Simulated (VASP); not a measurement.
C:

```
CELL_PARAMETERS angstrom
0.00000 1.78337 1.78337
1.78337 0.00000 1.78337
1.78337 1.78337 0.00000
ATOMIC_POSITIONS crystal
C 0.00000 0.00000 0.00000
C 0.25000 0.25000 0.25000
```

```yaml
Program: VASP 6.6.1
Task: relaxation of cell and atoms
Functional: RPBE
Potentials_or_basis: VASP PAW PBE potentials, release 64 (C)
Cutoff: 600 eV
k_mesh: 10 × 10 × 10
Occupations: gaussian, width 0.01 eV
Spin: no spin polarisation
```

At the start: pressure 7.7 GPa; volume 5.67 Å³/atom.

Q: How do energy, volume and symmetry change on relaxing?

A: Over 3 steps the energy falls by 2.4 meV/atom and the volume is 5.77 Å³/atom (+1.8 %); space group Fd-3m (No. 227, to 0.05 Å).

The path:
```tsv
step	energy change (eV)	largest force (eV/Å)	pressure (GPa)	volume (Å³)
1	0.0000	0.0000	7.75	11.34
2	0.0020	0.0000	-8.64	11.80
3	-0.0049	0.0000	-0.02	11.55
```

Final structure:
```
C
1.0
     0.00000    1.79408    1.79408
     1.79408    0.00000    1.79408
     1.79408    1.79408    0.00000
C
2
Direct
  0.00000 0.00000 0.00000
  0.25000 0.25000 0.25000
```

Caveat: the PAW data sets were made with another functional, which shifts forces and pressure a little.
